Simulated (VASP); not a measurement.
# Mg2NCl (R-3m) in VASP: single point with LDA

Aim: the single point of Mg2NCl with LDA.

Everything below comes from runs of VASP 6.6.1. Logs are shortened: lines on timing, memory, paths and dates and some standing lists are left out, and cuts for length are marked.

## 1. The cell of the first run

The structure is trigonal, space group R-3m (No. 166). The conventional cell has a = 3.321 Å, b = 3.321 Å, c = 18.009 Å, α = 90.00°, β = 90.00°, γ = 120.00°. Within 2.9 Å of Mg (site symmetry 3m) lie 3 N at 2.17 Å and 3 Cl at 2.76 Å and 3 Mg at 2.79 Å. N (site symmetry -3m) has 6 Mg at 2.17 Å within 2.9 Å. Cl (site symmetry -3m) has 6 Mg at 2.76 Å and 6 Cl at 3.32 Å and 6 N at 3.56 Å within 3.6 Å.

## 2. Single point, LDA

INCAR reads:

```
SYSTEM = Mg2NCl
PREC     = Accurate       ! precision mode
ENCUT    = 520            ! plane-wave cutoff, eV
EDIFF    = 1E-7           ! SCF threshold, eV
ISMEAR   = 0              ! smearing method
SIGMA    = 0.05           ! smearing width, eV
LREAL    = .FALSE.        ! projectors in reciprocal space
LASPH    = .TRUE.         ! aspherical terms in the spheres
NELM     = 80             ! most SCF steps
ALGO     = Normal         ! electronic algorithm
ISIF     = 2              ! what is computed and relaxed
LWAVE    = .FALSE.        ! write WAVECAR
LCHARG   = .FALSE.        ! write CHGCAR
NBANDS   = 16             ! bands
```

KPOINTS reads:

```
Automatic mesh
0
G
  9 9 9
  0 0 0
```

POSCAR reads:

```
Mg2NCl
1.0
    1.6606666161      0.9587863178      6.0029770000
   -1.6606666161      0.9587863178      6.0029770000
    0.0000000000     -1.9175726357      6.0029770000
Mg N Cl
2 1 1
Direct
    0.2228150000      0.2228150000      0.2228150000
    0.7771850000      0.7771850000      0.7771850000
    0.5000000000      0.5000000000      0.5000000000
    0.0000000000      0.0000000000      0.0000000000
```

Potentials or basis: VASP PAW LDA potentials, release 64 (Mg, N, Cl).

Command:

```console
$ cat potpaw_LDA.64/Mg/POTCAR potpaw_LDA.64/N/POTCAR potpaw_LDA.64/Cl/POTCAR > POTCAR
$ mpirun -np 1 vasp_std > vasp.out
```

OUTCAR:

```text
SYSTEM = Mg2NCl
   PREC = Accurate
   ENCUT = 520
   EDIFF = 1E-7
   ISMEAR = 0
   LREAL = .FALSE.
   LASPH = .TRUE.
   NELM = 80
   ISIF = 2

 ion  position               nearest neighbor table
   1  0.223  0.223  0.223-   3 2.17   3 2.17   3 2.17   4 2.76   4 2.76   4 2.76   2 2.79   2 2.79
                             2 2.79
   2  0.777  0.777  0.777-   3 2.17   3 2.17   3 2.17   4 2.76   4 2.76   4 2.76   1 2.79   1 2.79
                             1 2.79
   3  0.500  0.500  0.500-   1 2.17   2 2.17   1 2.17   1 2.17   2 2.17   2 2.17
   4  0.000  0.000  0.000-   2 2.76   2 2.76   1 2.76   1 2.76   2 2.76   1 2.76

  LATTYP: Found a trigonal (rhomboedric) cell.
 ALAT       =     6.3018106664
 COS(alpha) =     0.8611121662

  Lattice vectors:

 A1 = (   1.6606666161,   0.9587863178,   6.0029770000)
 A2 = (  -1.6606666161,   0.9587863178,   6.0029770000)
 A3 = (   0.0000000000,  -1.9175726357,   6.0029770000)

Analysis of symmetry for initial positions (statically):
=====================================================================
 Subroutine PRICEL returns:
 Original cell was already a primitive cell.

 Routine SETGRP: Setting up the symmetry group for a
 trigonal (rhombohedral) supercell.

 Subroutine GETGRP returns: Found 12 space group operations
 (whereof 12 operations were pure point group operations)
 out of a pool of 12 trial point group operations.

The static configuration has the point symmetry D_3d.

Analysis of symmetry for dynamics (positions and initial velocities):
=====================================================================
 Subroutine PRICEL returns:
 Original cell was already a primitive cell.

 Routine SETGRP: Setting up the symmetry group for a
 trigonal (rhombohedral) supercell.

 Subroutine GETGRP returns: Found 12 space group operations
 (whereof 12 operations were pure point group operations)
 out of a pool of 12 trial point group operations.

The dynamic configuration has the point symmetry D_3d.

 Subroutine INISYM returns: Found 12 space group operations
 (whereof 12 operations are pure point group operations),
 and found     1 'primitive' translations

----------------------------------------------------------------------------------------

                                     Primitive cell

  volume of cell :      57.3485

  direct lattice vectors                    reciprocal lattice vectors
     1.660666616  0.958786318  6.002977000     0.301083911  0.173830877  0.055528004
    -1.660666616  0.958786318  6.002977000    -0.301083911  0.173830877  0.055528004
     0.000000000 -1.917572636  6.002977000     0.000000000 -0.347661754  0.055528004

  length of vectors
     6.301810666  6.301810666  6.301810666     0.352068253  0.352068253  0.352068253

  position of ions in fractional coordinates (direct lattice)
     0.222815000  0.222815000  0.222815000
     0.777185000  0.777185000  0.777185000
     0.500000000  0.500000000  0.500000000
     0.000000000  0.000000000  0.000000000

  ion indices of the primitive-cell ions
   primitive index   ion index
                 1           1
                 2           2
                 3           3
                 4           4

----------------------------------------------------------------------------------------

 KPOINTS: Automatic mesh

Automatic generation of k-mesh.
 Grid dimensions read from file:
 generate k-points for:    9    9    9

 Generating k-lattice:

  Cartesian coordinates                     Fractional coordinates (reciprocal lattice)
     0.033453768  0.019314542  0.006169778     0.111111111  0.000000000  0.000000000
    -0.033453768  0.019314542  0.006169778     0.000000000  0.111111111  0.000000000
     0.000000000 -0.038629084  0.006169778     0.000000000  0.000000000  0.111111111

  Length of vectors
     0.039118695  0.039118695  0.039118695

  Shift w.r.t. Gamma in fractional coordinates (k-lattice)
     0.000000000  0.000000000  0.000000000

 Subroutine IBZKPT returns following result:
 ===========================================

 Found     85 irreducible k-points:

 Following reciprocal coordinates:
            Coordinates               Weight
  0.000000  0.000000  0.000000      1.000000
  0.111111  0.000000 -0.000000      6.000000
  0.222222  0.000000 -0.000000      6.000000
  0.333333  0.000000 -0.000000      6.000000
  0.444444  0.000000 -0.000000      6.000000
  0.111111  0.111111 -0.000000      6.000000
[... 16 lines left out ...]
 -0.333333  0.333333  0.000000      6.000000
  0.444444  0.444444 -0.000000      6.000000
 [... further k-points ...]
   k-points           NKPTS =     85   k-points in BZ     NKDIM =     85   number of bands    NBANDS=     16
   number of dos      NEDOS =    301   number of ions     NIONS =      4
   total plane-waves  NPLWV = 110592
   dimension x,y,z NGX =    48 NGY =   48 NGZ =   48
   dimension x,y,z NGXF=    96 NGYF=   96 NGZF=   96
   ions per type =               2   1   1
   NGX,Y,Z   is equivalent  to a cutoff of  12.66, 12.66, 12.66 a.u.
   NGXF,Y,Z  is equivalent  to a cutoff of  25.33, 25.33, 25.33 a.u.
 SYSTEM =  Mg2NCl
   PREC   = accura    normal or accurate (medium, high low for compatibility)
   ISTART =      0    job   : 0-new  1-cont  2-samecut
   ICHARG =      2    charge: 1-file 2-atom 10-const
   ISPIN  =      1    spin polarized calculation?
   LNONCOLLINEAR =      F non collinear calculations
   LSORBIT =      F    spin-orbit coupling
   LASPH  =      T    aspherical Exc in radial PAW
   ENCUT  =  520.0 eV  38.22 Ry    6.18 a.u.  11.72 11.72 11.72*2*pi/ulx,y,z
   NELM   =     80;   NELMIN=  2; NELMDL= -5     # of ELM steps
   EDIFF  = 0.1E-06   stopping-criterion for ELM
   LREAL  =      F    real-space projection
   EDIFFG = 0.1E-05   stopping-criterion for IOM
   NSW    =      0    number of steps for IOM
   IBRION =     -1    ionic relax: 0-MD 1-quasi-New 2-CG
   NFREE  =      0    steps in history (QN), initial steepest desc. (CG)
   ISIF   =      2    stress and relaxation
   ISYM   =      2    0-nonsym 1-usesym 2-fastsym
   POTIM  = 0.5000    time-step for ionic-motion
   TEBEG  =    0.0;   TEEND  =   0.0 temperature during run
   PSTRESS=    0.0 pullay stress
   NELECT =      16.0000    total number of electrons
   NUPDOWN=      -1.0000    fix difference up-down
   EMIN   =  10.00;   EMAX   =-10.00  energy-range for DOS
   EFERMI =   0.00;   METHOD = LEGACY
   ISMEAR =     0;   SIGMA  =   0.05  broadening in eV -4-tet -1-fermi 0-gaus
   EFERMI_NEDOS =   21; number of points for ismear=-14 and -15
   IALGO  =     38    algorithm
   IMIX   =      4    mixing-type and parameters
     AMIX     =   0.40;   BMIX     =  1.00
     AMIX_MAG =   1.60;   BMIX_MAG =  1.00
  volume/ion in A,a.u.               =      14.34        96.75
  Fermi-wavevector in a.u.,A,eV,Ry     =   1.069730  2.021496 15.569443  1.144322
  Thomas-Fermi vector in A             =   2.205418
   LORBIT       =      0    0 simple, 1 ext, 2 COOP (PROOUT), +10 PAW based schemes
   GGA     = CA    functional components
   LHFCALC =     F    Hartree Fock is set to
   AEXX    =    0.0000 exact exchange contribution
   IVDW    =     0    specifies the selected vdW correction
   LEPSILON=     F    determine dielectric tensor
   LRPA    =     F    only Hartree local field effects (RPA)
 non-spin polarized calculation
 Gauss-broadening in eV      SIGMA  =   0.05
  energy-cutoff  :      520.00
  volume of cell :       57.35
 maximum number of plane-waves:      1564
   NGX = 23   NGY = 23   NGZ = 23

 number of electron      16.0000000 magnetization

 Free energy of the ion-electron system (eV)
  ---------------------------------------------------
  ext. energy  EPLUGINS =         0.00000000
  ---------------------------------------------------
  free energy    TOTEN  =       -20.25271954 eV

  energy without entropy =      -20.25271954  energy(sigma->0) =      -20.25271954

 E-fermi :   3.9641     XC(G=0): -10.3078

 val. band max:        3.7612563306   @ k =   0.0000   0.0000   0.0000
 cond. band min:       5.9022421302   @ k =   0.0000   0.0000   0.0000
 fundamental gap:      2.1409857996
 Fermi energy:         3.9640985798

 k-point     1 :       0.0000    0.0000    0.0000
  band No.  band energies     occupation
      1     -12.5704      2.00000
      2      -8.7571      2.00000
      3      -2.4963      2.00000
      4       1.5065      2.00000
      5       1.5065      2.00000
      6       2.7743      2.00000
[... 8 lines left out ...]
     15      13.9507      0.00000
     16      13.9507      0.00000

 k-point     2 :       0.1111    0.0000   -0.0000
  band No.  band energies     occupation
      1     -12.4775      2.00000
      2      -8.6643      2.00000
      3      -2.3433      2.00000
      4       0.9132      2.00000
      5       1.3983      2.00000
      6       2.7496      2.00000
[... 8 lines left out ...]
     15      13.4663      0.00000
     16      14.1015      0.00000

 k-point     3 :       0.2222    0.0000   -0.0000
  band No.  band energies     occupation
      1     -12.2280      2.00000
      2      -8.4125      2.00000
      3      -1.9176      2.00000
      4      -0.3023      2.00000
      5       1.1420      2.00000
      6       1.7602      2.00000
[... 8 lines left out ...]
     15      13.7476      0.00000
     16      14.7505      0.00000

 k-point     4 :       0.3333    0.0000   -0.0000
  band No.  band energies     occupation
      1     -11.9138      2.00000
      2      -8.0900      2.00000
      3      -1.4853      2.00000
      4      -1.2934      2.00000
      5       0.6283      2.00000
      6       0.8763      2.00000
[... 8 lines left out ...]
     15      13.5263      0.00000
     16      15.5566      0.00000

 k-point     5 :       0.4444    0.0000   -0.0000
  band No.  band energies     occupation
      1     -11.6865      2.00000
      2      -7.8524      2.00000
      3      -2.1344      2.00000
      4      -0.8360      2.00000
      5      -0.0561      2.00000
      6       0.7151      2.00000
[... 8 lines left out ...]
     15      13.3328      0.00000
     16      15.7230      0.00000

 k-point     6 :       0.1111    0.1111   -0.0000
  band No.  band energies     occupation
      1     -12.4765      2.00000
      2      -8.6694      2.00000
      3      -2.3198      2.00000
      4       0.9080      2.00000
      5       1.3948      2.00000
      6       2.6655      2.00000
[... 8 lines left out ...]
     15      13.4967      0.00000
     16      14.0794      0.00000
[... 267 lines left out ...]
 k-point    21 :       0.4444    0.3333   -0.0000
  band No.  band energies     occupation
      1     -11.7423      2.00000
      2      -7.9075      2.00000
      3      -1.9264      2.00000
      4      -1.2769      2.00000
      5       0.3747      2.00000
      6       0.8648      2.00000
[... 8 lines left out ...]
     15      13.6918      0.00000
     16      15.7624      0.00000

 k-point    22 :      -0.4444    0.3333    0.0000
  band No.  band energies     occupation
      1     -11.5902      2.00000
      2      -7.7343      2.00000
      3      -1.8970      2.00000
      4      -1.0693      2.00000
      5      -0.5240      2.00000
      6       0.9822      2.00000
[... 8 lines left out ...]
     15      14.4011      0.00000
     16      15.5452      0.00000

 k-point    23 :      -0.3333    0.3333    0.0000
  band No.  band energies     occupation
      1     -11.5294      2.00000
      2      -7.6664      2.00000
      3      -1.4227      2.00000
      4      -1.3346      2.00000
      5      -0.8253      2.00000
      6       0.9026      2.00000
[... 8 lines left out ...]
     15      15.0283      0.00000
     16      15.3821      0.00000

 k-point    24 :       0.4444    0.4444   -0.0000
  band No.  band energies     occupation
      1     -11.6850      2.00000
      2      -7.8375      2.00000
      3      -2.2946      2.00000
      4      -1.3550      2.00000
      5       0.6909      2.00000
      6       0.7836      2.00000
[... 8 lines left out ...]
     15      13.5302      0.00000
     16      15.6360      0.00000

 [... further k-points ...]
[... 5 lines left out ...]
  --------------------------------------------------------------------------------------
  -------------------------------------------------------------------------------------
  Total       -2.4949609     -2.4949609     -2.2216214      0.0000000      0.0000000      0.0000000
  in kB      -69.7031020    -69.7031020    -62.0666651      0.0000000      0.0000000      0.0000000
  external PRESSURE =     -67.1576231 kB  Pullay stress =       0.0000000 kB

 VOLUME and BASIS-vectors are now :
 -----------------------------------------------------------------------------
  energy-cutoff  :      520.00
  volume of cell :       57.35
      direct lattice vectors                 reciprocal lattice vectors
     1.660666616  0.958786318  6.002977000     0.301083911  0.173830877  0.055528004
    -1.660666616  0.958786318  6.002977000    -0.301083911  0.173830877  0.055528004
     0.000000000 -1.917572636  6.002977000     0.000000000 -0.347661754  0.055528004

 POSITION                                       TOTAL-FORCE (eV/Angst)
 -----------------------------------------------------------------------------------
      0.00000     -0.00000      4.01266         0.000000      0.000000     -0.200349
      0.00000     -0.00000     13.99627         0.000000     -0.000000      0.200349
      0.00000     -0.00000      9.00447         0.000000      0.000000     -0.000000
      0.00000      0.00000      0.00000         0.000000      0.000000     -0.000000
 -----------------------------------------------------------------------------------
    total drift:                                0.000000     -0.000000     -0.000000

  FREE ENERGIE OF THE ION-ELECTRON SYSTEM (eV)
  ---------------------------------------------------
  free  energy   TOTEN  =       -20.2527195360 eV

  energy  without entropy=      -20.2527195360  energy(sigma->0) =      -20.25271954
```

Wall time 3.1 min (1 thread of Intel Xeon Platinum 8488C (Sapphire Rapids), shared host); peak memory 0.31 GiB.

Results:

```
Free energy            : -20.2527 eV
Pressure               : -6.7 GPa
Largest force          : 0.200 eV/Å
Band gap on the k mesh : 2.14 eV, direct
```

Forces on the atoms (eV/Å):
```
Mg   0.000  0.000 -0.200
Mg   0.000  0.000  0.200
N    0.000  0.000  0.000
Cl   0.000  0.000  0.000
```

Stress tensor (GPa, compression positive):
```
-6.97  0.00  0.00
 0.00 -6.97  0.00
 0.00  0.00 -6.21
```

Levels at points of the mesh, in eV from the valence-band top:
```
           k point  band 5  band 6  band 7  band 8  band 9  band 10  band 11  band 12
(0.00, 0.00, 0.00)   -2.25   -0.99    0.00    0.00    2.14     5.23     8.20     8.79
```

A k mesh can miss the band edges. LDA gaps usually lie below the measured ones, often by a third to a half.
